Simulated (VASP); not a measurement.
Here is a VASP 6.6.1 calculation.

File INCAR:

```
SYSTEM = Ca2Mg3C2
PREC     = Accurate       ! precision mode
ENCUT    = 520            ! plane-wave cutoff, eV
EDIFF    = 1E-6           ! SCF threshold, eV
ISMEAR   = 0              ! smearing method
SIGMA    = 0.1            ! smearing width, eV
LREAL    = .False.        ! projectors in reciprocal space
LASPH    = .True.         ! aspherical terms in the spheres
NELM     = 60             ! most SCF steps
ALGO     = Normal         ! electronic algorithm
ISIF     = 2              ! what is computed and relaxed
LWAVE    = .False.        ! write WAVECAR
LCHARG   = .True.         ! write CHGCAR
GGA      = PE             ! functional
LELF     = .True.         ! ELF
LVHAR    = .True.       
NBANDS   = 26             ! bands
```

Contents of KPOINTS:

```
regular mesh
0
Gamma
  10 10 6
  0 0 0
```

File POSCAR:

```
Ca2Mg3C2
1.0
    6.6813089107     -1.7855203934      0.0521123720
    6.6813089107      1.7855203934      0.0521123720
   -0.0509267291      0.0000000000      6.3124918149
Ca Mg C
2 3 2
Direct
    0.6224669049      0.6224669049      0.3740743391
    0.3775330951      0.3775330951      0.6259256609
    0.3207797592      0.3207797592      0.1367597477
    0.6792202408      0.6792202408      0.8632402523
    0.0000000000      0.0000000000      0.0000000000
    0.0152553919      0.0152553919      0.5983016187
    0.9847446081      0.9847446081      0.4016983813
```

Potentials or basis: VASP PAW PBE potentials, release 64 (Ca_sv, Mg, C).

Launch:

```bash
$ cat potpaw_PBE.64/Ca_sv/POTCAR potpaw_PBE.64/Mg/POTCAR potpaw_PBE.64/C/POTCAR > POTCAR
$ mpirun -np 1 vasp_std > vasp.out
```

Task: What does it give for the largest force?

Result: 0.106 eV/Å.

Task: What does it give for the pressure?

Result: 0.1 GPa.

Forces in eV/Å, atoms in the order of the input:
```
Ca   0.026  0.000 -0.012
Ca  -0.026  0.000  0.012
Mg   0.003  0.000 -0.006
Mg  -0.003  0.000  0.006
Mg   0.000  0.000  0.000
C    0.036  0.000  0.100
C   -0.036  0.000 -0.100
```
